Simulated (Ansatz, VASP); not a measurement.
## Two plane-wave programs on Mo

```
Mo
1.0
     5.44210    0.00000    0.00000
    -1.81403    5.13086    0.00000
     0.00000    0.00000   27.56519
Mo
16
Direct
  0.25000 0.25000 0.32650
  0.25000 0.75000 0.32650
  0.75000 0.25000 0.32650
  0.75000 0.75000 0.32650
  0.00000 0.00000 0.40710
  0.00000 0.50000 0.40710
  0.50000 0.00000 0.40710
  0.50000 0.50000 0.40710
  0.25128 0.25029 0.48685
  0.25087 0.74976 0.48710
  0.74872 0.24971 0.48685
  0.74913 0.75024 0.48710
  0.99987 0.00323 0.56370
  0.00013 0.49677 0.56370
  0.49995 0.99853 0.56551
  0.50005 0.50147 0.56551
```

Alike in both runs: task single point; functional PBEsol; k mesh 5 × 5 × 1; occupations gaussian, width 0.1 eV; no spin polarisation.

```csv
,VASP,Ansatz
version,VASP 6.6.1,Ansatz 0.2.0
potentials or method,"VASP PAW PBE potentials, release 64 (Mo_sv), cutoff 400 eV","scalar-relativistic, plane waves, PAW"
valence electrons in the cell,224,224
```

```tsv
	VASP	Ansatz	Ansatz less VASP
gap on the k mesh at the Fermi level (eV)	none	none	-
rms of the force components (eV/Å)	0.308	0.312	+0.0044
```

VASP's potentials were made for PBE, not for PBEsol. Atom by atom the forces differ by 0.011 eV/Å (rms over components). A gap of «none» marks a metal or a gap that the smearing closes.
